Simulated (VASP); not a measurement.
A run of VASP 6.6.1:

File POSCAR:

```
C
1.0
   -2.1268362731      1.2279462884      0.0110113261
   -2.1268362731     -1.2279462884      0.0110113261
   -2.0638247783      0.0000000000     10.6161967844
C
6
Direct
   -0.2500091089     -0.2500091088      0.8333543263
    0.4166575578      0.4166575578      0.1666876596
    0.5833242245      0.5833242245      0.5000209930
    0.0833257755      0.0833257755      0.1666790070
    0.2499924422      0.2499924422      0.5000123404
    0.4166591089      0.4166591089      0.8333456737
```

The input INCAR.step1:

```
SYSTEM = C
PREC = Accurate ; ENCUT = 520
ISMEAR = 0 ; SIGMA = 0.05
LREAL = .False. ; LASPH = .True.
NELM = 80 ; NBANDS = 21
GGA = PE ; ALGO = Normal
EDIFF = 1E-4 ; LWAVE = .True.
LCHARG = .False.
```

File INCAR.step2:

```
SYSTEM = C
PREC = Accurate ; ENCUT = 520
EDIFF = 1E-7 ; ISMEAR = 0
SIGMA = 0.05 ; LREAL = .False.
LASPH = .True. ; NELM = 80
ALGO = Normal ; ISIF = 2
LWAVE = .False. ; LCHARG = .False.
METAGGA = R2SCAN ; LMIXTAU = .True.
NBANDS = 21 ; ISTART = 1
```

The input KPOINTS:

```
Automatic mesh
0
Gamma
  12 12 3
  0 0 0
```

Potentials or basis: VASP PAW PBE potentials, release 64 (C).

Command:

```bash
$ cat potpaw_PBE.64/C/POTCAR > POTCAR
$ cp INCAR.step1 INCAR
$ mpirun -np 1 vasp_std > vasp.out
$ cp INCAR.step2 INCAR
$ mpirun -np 1 vasp_std > vasp.out
```

Hardware: 1 thread of Intel(R) Xeon(R) Platinum 8375C CPU @ 2.90GHz (Ice Lake), on a shared host.

Q: How long does it take, and how much memory?

A: Wall time 9.9 min on 1 thread of Intel(R) Xeon(R) Platinum 8375C CPU @ 2.90GHz (Ice Lake) (shared host), peak memory 0.22 GiB. Counts: k points 121.
